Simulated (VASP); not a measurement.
## MgCdSe: single point with PBE

Crystal: MgCdSe.

```xyz
3
Lattice="2.1522 -4.0479 0.0000 2.1522 4.0479 0.0000 0.0000 0.0000 4.4832" Properties=species:S:1:pos:R:3 pbc="T T T"
Mg    0.0000    0.0000    0.0000
Cd    0.0000    0.0000    2.2416
Se    2.1522    0.0000    0.0000
```

```json
{"Program": "VASP 6.6.1", "Task": "single point", "Functional": "PBE", "Potentials or basis": "VASP PAW PBE potentials, release 64 (Mg, Cd, Se)", "Cutoff": "520 eV", "k mesh": "4 × 4 × 4", "Occupations": "gaussian, width 0.1 eV", "Spin": "no spin polarisation"}
```

- Pressure: 26.4 GPa
- Band gap on the k mesh: zero (band 10 reaches 2.52 eV, above the bottom of band 11 at 2.39 eV)

Stress tensor (GPa, compression positive):
```
37.63  0.00  0.00
 0.00 -1.49  0.00
 0.00  0.00 43.17
```

Levels at points of the mesh, in eV from the Fermi level:
| k point | band 6 | band 7 | band 8 | band 9 | band 10 | band 11 | band 12 | band 13 | band 14 | band 15 |
| --- | --- | --- | --- | --- | --- | --- | --- | --- | --- | --- |
| (0.00, 0.00, 0.00) | -9.17 | -4.33 | -3.86 | -3.52 | -2.45 | 3.03 | 3.35 | 4.27 | 4.73 | 5.22 |
| (0.50, 0.00, 0.00) | -9.14 | -6.68 | -2.79 | -2.16 | -0.27 | -0.05 | 0.88 | 2.32 | 6.55 | 7.54 |
| (0.50, 0.50, 0.00) | -9.14 | -4.54 | -4.48 | -3.22 | -3.10 | 2.11 | 4.07 | 4.28 | 5.51 | 5.84 |
| (0.00, 0.00, 0.50) | -9.17 | -6.09 | -3.63 | -2.16 | -0.42 | 1.02 | 3.20 | 3.75 | 4.64 | 5.60 |
| (0.50, 0.00, 0.50) | -9.13 | -6.25 | -4.17 | -3.51 | -2.71 | 2.22 | 2.24 | 3.68 | 5.26 | 6.60 |
| (0.50, 0.50, 0.50) | -9.13 | -5.37 | -3.81 | -3.73 | -0.17 | 0.03 | 1.04 | 2.54 | 5.85 | 8.30 |

Run time: 12 s on 1 thread of Intel(R) Xeon(R) 6975P-C (Granite Rapids) (shared host), peak memory 0.21 GiB.

Caveat: the k points lie up to 0.41 Å⁻¹ apart.
